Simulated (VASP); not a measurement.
Crystal: SnSe2.

```
CELL_PARAMETERS angstrom
3.82516 0.00000 0.00000
-1.91258 3.31269 0.00000
0.00000 0.00000 6.22706
ATOMIC_POSITIONS crystal
Sn 0.00000 0.00000 0.00000
Se 0.33333 0.66667 0.25308
Se 0.66667 0.33333 0.74692
```

Base run:

| Quantity | Value |
| --- | --- |
| Program | VASP 6.6.1 |
| Functional | LDA |
| Potentials or basis | VASP PAW LDA potentials, release 64 (Sn_d, Se) |
| Cutoff | 520 eV |
| k mesh | 12 × 12 × 4 |
| Occupations | gaussian, width 0.01 eV |
| Spin | no spin polarisation |

Its results: band gap on the k mesh 0.62 eV, indirect (least direct gap 0.93 eV); pressure -1.5 GPa.

The run is repeated on the same cell with these changes: functional from LDA to r2SCAN; potentials or basis from VASP PAW LDA potentials, release 64 (Sn_d, Se) to VASP PAW PBE potentials, release 64 (Sn_d, Se). What comes out?

Band gap on the k mesh 1.01 eV, indirect (least direct gap 1.49 eV); pressure 1.0 GPa.

Caveats: spin-orbit coupling is left out, which moves the levels of the heavy elements; the PAW data sets were made with another functional, which shifts forces and pressure a little (some runs).

A k mesh can miss the band edges.
